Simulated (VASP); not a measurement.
# SiC (P1) in VASP: single point with r2SCAN

Aim: the single point of SiC with r2SCAN.

All numbers are computed with VASP 6.6.1; they aren't measurements. Logs are shortened: lines on timing, memory, paths and dates and some standing lists are left out, and cuts for length are marked.

### Step 1. The cell of the first run

The typed cell holds 8 atoms: a = 3.081 Å, b = 6.161 Å, c = 5.055 Å, α = 90.00°, β = 90.00°, γ = 120.00°.

### Step 2. Single point, r2SCAN

The input, POSCAR:

```
SiC
1.0
    3.0805200000      0.0000000000      0.0000000000
   -3.0805200000      5.3356170000      0.0000000000
    0.0000000000      0.0000000000      5.0554180000
Si C
4 4
Direct
    0.3237601458      0.3311686352     -0.0139711494
    0.7121351478      0.1856019651      0.4888189265
    0.3458523230      0.8297975661      0.0001629934
    0.7220382680      0.6782833176      0.5014703037
    0.3842596443      0.3433646006      0.4013424805
    0.6596307107      0.1607444837      0.8899994026
    0.3925834045      0.8447778392      0.3797134085
    0.6852751244      0.6668840736      0.8898836852
```

The input, INCAR.step1:

```
SYSTEM = SiC
PREC = Accurate
ENCUT = 580
ISMEAR = 0
SIGMA = 0.01
LREAL = .FALSE.
LASPH = .TRUE.
NELM = 120
NBANDS = 26
GGA = PE
ALGO = Normal
EDIFF = 1E-5
LWAVE = .TRUE.
LCHARG = .FALSE.
GGA_COMPAT = .FALSE.
```

The input, INCAR.step2:

```
SYSTEM = SiC
PREC = Accurate
ENCUT = 580
EDIFF = 1E-6
ISMEAR = 0
SIGMA = 0.01
LREAL = .FALSE.
LASPH = .TRUE.
NELM = 120
ALGO = Normal
ISIF = 2
LWAVE = .FALSE.
LCHARG = .FALSE.
METAGGA = R2SCAN
LMIXTAU = .TRUE.
NBANDS = 26
ISTART = 1
GGA_COMPAT = .FALSE.
```

The input, KPOINTS:

```
regular mesh
0
G
  2 1 1
  0 0 0
```

Potentials or basis: VASP PAW PBE potentials, release 64 (Si, C).

Started as:

```sh
> cat potpaw_PBE.64/Si/POTCAR potpaw_PBE.64/C/POTCAR > POTCAR
> cp INCAR.step1 INCAR
> mpirun -np 1 vasp_std > vasp.out
> cp INCAR.step2 INCAR
> mpirun -np 1 vasp_std > vasp.out
```

OUTCAR:

```text
SYSTEM = SiC
   PREC = Accurate
   ENCUT = 580
   EDIFF = 1E-6
   ISMEAR = 0
   LREAL = .FALSE.
   LASPH = .TRUE.
   NELM = 120
   ISIF = 2
   METAGGA = R2SCAN
   ISTART = 1

 ion  position               nearest neighbor table
   1  0.324  0.331  0.986-   6 1.84   8 1.86   6 1.87   5 2.11   2 3.00   2 3.02   3 3.04   3 3.05
                             4 3.08   2 3.10   3 3.11   3 3.12   2 3.13
   2  0.712  0.186  0.489-   5 1.77   5 1.85   7 1.90   6 2.03   1 3.00   1 3.02   4 3.02   4 3.07
                             4 3.09   1 3.10   3 3.12   1 3.13   4 3.14
   3  0.346  0.830  0.000-   8 1.85   6 1.85   8 1.86   7 1.92   4 3.02   4 3.03   1 3.04   1 3.05
                             4 3.11   1 3.11   2 3.12   4 3.12   1 3.12
   4  0.722  0.678  0.501-   5 1.86   7 1.87   7 1.89   8 1.97   2 3.02   3 3.02   3 3.03   2 3.07
                             1 3.08   2 3.09   3 3.11   3 3.12   2 3.14
   5  0.384  0.343  0.401-   2 1.77   2 1.85   4 1.86   1 2.11
   6  0.660  0.161  0.890-   1 1.84   3 1.85   1 1.87   2 2.03
   7  0.393  0.845  0.380-   4 1.87   4 1.89   2 1.90   3 1.92
   8  0.685  0.667  0.890-   3 1.85   1 1.86   3 1.86   4 1.97

  LATTYP: Found a simple orthorhombic cell.
 ALAT       =     3.0805200000
 B/A-ratio  =     1.6410924130
 C/A-ratio  =     1.7320507577

  Lattice vectors:

 A1 = (  -3.0805200000,   0.0000000000,   0.0000000000)
 A2 = (   0.0000000000,   0.0000000000,   5.0554180000)
 A3 = (   0.0000000000,   5.3356170000,   0.0000000000)

Analysis of symmetry for initial positions (statically):
=====================================================================
 Subroutine PRICEL returns:
 Original cell was already a primitive cell.

 Routine SETGRP: Setting up the symmetry group for a
 simple orthorhombic supercell.

 Subroutine GETGRP returns: Found  1 space group operations
 (whereof  1 operations were pure point group operations)
 out of a pool of  8 trial point group operations.

The static configuration has the point symmetry C_1 .

Analysis of symmetry for dynamics (positions and initial velocities):
=====================================================================
 Subroutine PRICEL returns:
 Original cell was already a primitive cell.

 Routine SETGRP: Setting up the symmetry group for a
 simple orthorhombic supercell.

 Subroutine GETGRP returns: Found  1 space group operations
 (whereof  1 operations were pure point group operations)
 out of a pool of  8 trial point group operations.

The dynamic configuration has the point symmetry C_1 .

 Subroutine INISYM returns: Found  1 space group operations
 (whereof  1 operations are pure point group operations),
 and found     1 'primitive' translations

----------------------------------------------------------------------------------------

                                     Primitive cell

  volume of cell :      83.0933

  direct lattice vectors                    reciprocal lattice vectors
     3.080520000  0.000000000  0.000000000     0.324620519  0.187419749  0.000000000
    -3.080520000  5.335617000  0.000000000     0.000000000  0.187419749  0.000000000
     0.000000000  0.000000000  5.055418000     0.000000000  0.000000000  0.197807580

  length of vectors
     3.080520000  6.161039867  5.055418000     0.374839490  0.187419749  0.197807580

  position of ions in fractional coordinates (direct lattice)
     0.323760146  0.331168635  0.986028851
     0.712135148  0.185601965  0.488818927
     0.345852323  0.829797566  0.000162993
     0.722038268  0.678283318  0.501470304
     0.384259644  0.343364601  0.401342480
     0.659630711  0.160744484  0.889999403
     0.392583405  0.844777839  0.379713409
     0.685275124  0.666884074  0.889883685

  ion indices of the primitive-cell ions
   primitive index   ion index
                 1           1
                 2           2
                 3           3
                 4           4
                 5           5
                 6           6
                 7           7
                 8           8

----------------------------------------------------------------------------------------

 KPOINTS: regular mesh

Automatic generation of k-mesh.
 Grid dimensions read from file:
 generate k-points for:    2    1    1

 Generating k-lattice:

  Cartesian coordinates                     Fractional coordinates (reciprocal lattice)
     0.162310259  0.093709875  0.000000000     0.500000000 -0.000000000  0.000000000
     0.000000000  0.187419749  0.000000000     0.000000000  1.000000000  0.000000000
     0.000000000  0.000000000  0.197807580     0.000000000  0.000000000  1.000000000

  Length of vectors
     0.187419745  0.187419749  0.197807580

  Shift w.r.t. Gamma in fractional coordinates (k-lattice)
     0.000000000  0.000000000  0.000000000

 Subroutine IBZKPT returns following result:
 ===========================================

 Found      2 irreducible k-points:

 Following reciprocal coordinates:
            Coordinates               Weight
  0.000000  0.000000  0.000000      1.000000
  0.500000 -0.000000  0.000000      1.000000
   k-points           NKPTS =      2   k-points in BZ     NKDIM =      2   number of bands    NBANDS=     26
   number of dos      NEDOS =    301   number of ions     NIONS =      8
   total plane-waves  NPLWV =  46080
   dimension x,y,z NGX =    24 NGY =   48 NGZ =   40
   dimension x,y,z NGXF=    48 NGYF=   96 NGZF=   80
   ions per type =               4   4
   NGX,Y,Z   is equivalent  to a cutoff of  12.95, 12.95, 13.15 a.u.
   NGXF,Y,Z  is equivalent  to a cutoff of  25.90, 25.90, 26.31 a.u.
 SYSTEM =  SiC
   PREC   = accura    normal or accurate (medium, high low for compatibility)
   ISTART =      1    job   : 0-new  1-cont  2-samecut
   ICHARG =      0    charge: 1-file 2-atom 10-const
   ISPIN  =      1    spin polarized calculation?
   LNONCOLLINEAR =      F non collinear calculations
   LSORBIT =      F    spin-orbit coupling
   LASPH  =      T    aspherical Exc in radial PAW
   ENCUT  =  580.0 eV  42.63 Ry    6.53 a.u.   6.05 12.10  9.93*2*pi/ulx,y,z
   NELM   =    120;   NELMIN=  2; NELMDL=  0     # of ELM steps
   EDIFF  = 0.1E-05   stopping-criterion for ELM
   LREAL  =      F    real-space projection
   EDIFFG = 0.1E-04   stopping-criterion for IOM
   NSW    =      0    number of steps for IOM
   IBRION =     -1    ionic relax: 0-MD 1-quasi-New 2-CG
   NFREE  =      0    steps in history (QN), initial steepest desc. (CG)
   ISIF   =      2    stress and relaxation
   ISYM   =      2    0-nonsym 1-usesym 2-fastsym
   POTIM  = 0.5000    time-step for ionic-motion
   TEBEG  =    0.0;   TEEND  =   0.0 temperature during run
   PSTRESS=    0.0 pullay stress
   NELECT =      32.0000    total number of electrons
   NUPDOWN=      -1.0000    fix difference up-down
   EMIN   =  10.00;   EMAX   =-10.00  energy-range for DOS
   EFERMI =   0.00;   METHOD = LEGACY
   ISMEAR =     0;   SIGMA  =   0.01  broadening in eV -4-tet -1-fermi 0-gaus
   EFERMI_NEDOS =   21; number of points for ismear=-14 and -15
   IALGO  =     38    algorithm
   IMIX   =      4    mixing-type and parameters
     AMIX     =   0.40;   BMIX     =  1.00
     AMIX_MAG =   1.60;   BMIX_MAG =  1.00
  volume/ion in A,a.u.               =      10.39        70.09
  Fermi-wavevector in a.u.,A,eV,Ry     =   1.191067  2.250791 19.301781  1.418641
  Thomas-Fermi vector in A             =   2.327137
   LORBIT       =      0    0 simple, 1 ext, 2 COOP (PROOUT), +10 PAW based schemes
   METAGGA = R2SCAN    functional components
   LHFCALC =     F    Hartree Fock is set to
   AEXX    =    0.0000 exact exchange contribution
   IVDW    =     0    specifies the selected vdW correction
   LEPSILON=     F    determine dielectric tensor
   LRPA    =     F    only Hartree local field effects (RPA)
 non-spin polarized calculation
 Gauss-broadening in eV      SIGMA  =   0.01
  energy-cutoff  :      580.00
  volume of cell :       83.09
 maximum number of plane-waves:      2632
   NGX = 13   NGY = 25   NGZ = 19

 number of electron      32.0000000 magnetization

 Free energy of the ion-electron system (eV)
  ---------------------------------------------------
  ext. energy  EPLUGINS =         0.00000000
  ---------------------------------------------------
  free energy    TOTEN  =       -73.87349620 eV

  energy without entropy =      -73.87349620  energy(sigma->0) =      -73.87349620

 E-fermi :   8.8220     XC(G=0): -11.8715

 val. band max:        8.7616879992   @ k =   0.0000   0.0000   0.0000
 cond. band min:      11.2735020891   @ k =   0.0000   0.0000   0.0000
 fundamental gap:      2.5118140899
 Fermi energy:         8.8220251863

 k-point     1 :       0.0000    0.0000    0.0000
  band No.  band energies     occupation
      1      -8.1561      2.00000
      2      -4.8008      2.00000
      3      -4.5531      2.00000
      4      -3.3128      2.00000
      5      -0.5092      2.00000
      6       0.1234      2.00000
[... 18 lines left out ...]
     25      16.3828      0.00000
     26      17.4093      0.00000

 k-point     2 :       0.5000   -0.0000    0.0000
  band No.  band energies     occupation
      1      -4.8331      2.00000
      2      -4.6592      2.00000
      3      -3.3518      2.00000
      4      -3.0848      2.00000
      5      -0.2844      2.00000
      6       0.0990      2.00000
[... 18 lines left out ...]
     25      18.1107      0.00000
     26      18.4763      0.00000

------------------------ aborting loop because EDIFF is reached ----------------------------------------

  FORCE on cell =-STRESS in cart. coord.  units (eV):
  Direction    XX          YY          ZZ          XY          YZ          ZX
  --------------------------------------------------------------------------------------
  -------------------------------------------------------------------------------------
  Total        5.0050662      3.9361969    -10.9421344     -0.6703571     -0.2325202      0.6609997
  in kB       96.5060770     75.8964820   -210.9827157    -12.9256100     -4.4833795     12.7451834
  external PRESSURE =     -12.8600522 kB  Pullay stress =       0.0000000 kB

 VOLUME and BASIS-vectors are now :
 -----------------------------------------------------------------------------
  energy-cutoff  :      580.00
  volume of cell :       83.09
      direct lattice vectors                 reciprocal lattice vectors
     3.080520000  0.000000000  0.000000000     0.324620519  0.187419749  0.000000000
    -3.080520000  5.335617000  0.000000000     0.000000000  0.187419749  0.000000000
     0.000000000  0.000000000  5.055418000     0.000000000  0.000000000  0.197807580

 POSITION                                       TOTAL-FORCE (eV/Angst)
 -----------------------------------------------------------------------------------
     -0.02282      1.76699      4.98479         0.883640     -0.018914      0.750110
      1.62200      0.99030      2.47118         1.205468     -1.780732      0.903526
     -1.49080      4.42748      0.00082         0.100419      0.317987      0.088628
      0.13479      3.61906      2.53514        -0.005900      0.263321     -0.239597
      0.12598      1.83206      2.02895        -1.322808      0.965765     -1.244528
      1.53683      0.85767      4.49932        -0.236955      0.359039     -0.540579
     -1.39299      4.50741      1.91961        -0.421844      0.120550      0.647077
      0.05665      3.55824      4.49873        -0.202020     -0.227016     -0.364638
 -----------------------------------------------------------------------------------
    total drift:                               -0.000016      0.000048     -0.000313

  FREE ENERGIE OF THE ION-ELECTRON SYSTEM (eV)
  ---------------------------------------------------
  free  energy   TOTEN  =       -73.8734962007 eV

  energy  without entropy=      -73.8734962007  energy(sigma->0) =      -73.87349620
```

Run time: 18 s. Hardware: 1 thread of AMD EPYC 9R45 (Zen 5), shared host; peak memory 0.17 GiB.

Results:

```
Free energy            : -73.8735 eV
Pressure               : -1.3 GPa
Largest force          : 2.332 eV/Å
Band gap on the k mesh : 2.51 eV
```

Forces in eV/Å, atoms in the order of the input:
```
Si   0.884 -0.019  0.750
Si   1.205 -1.781  0.904
Si   0.100  0.318  0.089
Si  -0.006  0.263 -0.240
C   -1.323  0.966 -1.245
C   -0.237  0.359 -0.541
C   -0.422  0.121  0.647
C   -0.202 -0.227 -0.365
```

Stress tensor (GPa, compression positive):
```
  9.65  -1.29   1.27
 -1.29   7.59  -0.45
  1.27  -0.45 -21.10
```

Levels at points of the mesh, in eV from the valence-band top:
| k point | band 14 | band 15 | band 16 | band 17 | band 18 | band 19 |
| --- | --- | --- | --- | --- | --- | --- |
| (0.00, 0.00, 0.00) | -0.94 | -0.71 | 0.00 | 2.51 | 4.47 | 4.74 |
| (0.50, 0.00, 0.00) | -3.41 | -2.14 | -2.06 | 2.53 | 2.62 | 3.83 |

Caveat: the k points lie up to 1.24 Å⁻¹ apart; the PAW data sets were made with another functional, which shifts forces and pressure a little; an odd mesh through Γ misses points on the zone boundary, where band edges can lie.
